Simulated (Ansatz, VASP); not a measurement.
## Cr5Ru: VASP beside Ansatz

```
CELL_PARAMETERS angstrom
0.00000 3.23951 3.23951
3.23951 0.00000 3.23951
3.23951 3.23951 0.00000
ATOMIC_POSITIONS crystal
Cr 0.62500 0.62500 0.62500
Cr 0.12500 0.62500 0.62500
Cr 0.62500 0.62500 0.12500
Cr 0.62500 0.12500 0.62500
Cr 0.25000 0.25000 0.25000
Ru 0.00000 0.00000 0.00000
```

Alike in both runs: task relaxation of cell and atoms; functional PBE; k mesh 5 × 5 × 5; no spin polarisation.

|  | VASP | Ansatz |
| --- | --- | --- |
| version | VASP 6.6.1 | Ansatz 0.2.0 |
| potentials or method | VASP PAW PBE potentials, release 64 (Cr_pv, Ru_pv), cutoff 600 eV | PAW plane waves |
| occupations | fermi-dirac, width 0.1 eV | fermi-dirac |
| valence electrons in the cell | 74 | 86 |

|  | VASP | Ansatz | Ansatz less VASP |
| --- | --- | --- | --- |
| gap on the k mesh at the Fermi level, each at its own relaxed structure (eV) | none | none | - |
| relaxed volume (Å³/atom) | 12.21 | 12.23 | +0.012 |

A gap of «none» marks a metal or a gap that the smearing closes. VASP's potentials hold 74 valence electrons a cell and Ansatz's 86, so a difference there can come from the potentials and not from the codes.
